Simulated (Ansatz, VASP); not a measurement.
## KF in VASP and in Ansatz

The input INCAR:

```
ALGO = Normal
EDIFF = 1E-6
ENCUT = 520
GGA = CA
ISIF = 2
ISMEAR = 0
LASPH = T
LCHARG = F
LREAL = F
LWAVE = F
NBANDS = 15
NELM = 80
PREC = Accurate
SIGMA = 0.05
```

KPOINTS

```
k-points
0
Gamma
  8 8 8
```

POSCAR

```
KF
1.0
   -0.1389591367      2.5680370327      2.5680370327
    2.5680370327     -0.1389591367      2.5680370327
    2.5680370327      2.5680370327     -0.1389591367
K F
1 1
Direct
    0.0000000000      0.0000000000      0.0000000000
    0.5000000000      0.5000000000      0.5000000000
```

Input for Ansatz:

```yaml
crystal:
  lattice:
    - [-0.1389591367, 2.5680370327, 2.5680370327]
    - [2.5680370327, -0.1389591367, 2.5680370327]
    - [2.5680370327, 2.5680370327, -0.1389591367]
  atoms:
    - { symbol: K, position: [0.0, 0.0, 0.0] }
    - { symbol: F, position: [0.5, 0.5, 0.5] }
basis:
  ecutwfc: 520.0
kpoints:
  mp_grid: { grid: [8, 8, 8] }
hamiltonian:
  xc: lda
scf:
  occupations: { method: gaussian, width: 0.05 }
output:
  forces: true
  stress: true
  eigenvalues: true
  write_density: true
  write_potential: true
  elf: true
  volumetric_format: npy
```

Alike in both runs: task single point; functional LDA; k mesh 8 × 8 × 8; occupations gaussian, width 0.05 eV; no spin polarisation.

|  | VASP | Ansatz |
| --- | --- | --- |
| version | VASP 6.6.1 | Ansatz 0.2.0 |
| potentials or method | VASP PAW LDA potentials, release 64 (K_sv, F), cutoff 520 eV | scalar-relativistic, plane waves, PAW |
| valence electrons in the cell | 16 | 16 |

|  | VASP | Ansatz | Ansatz less VASP |
| --- | --- | --- | --- |
| gap on the k mesh at the Fermi level (eV) | 5.93 | 5.95 | +0.018 |
| least direct gap on the mesh (eV) | 5.93 | 5.95 | +0.018 |
| pressure (GPa) | -2.3 | -2.5 | -0.14 |
| traceless stress, the component that is largest in VASP (GPa) | 0.66 | 0.67 | +0.013 |

LDA's correlation is that of Perdew and Zunger in VASP and of Perdew and Wang (1992) in Ansatz.
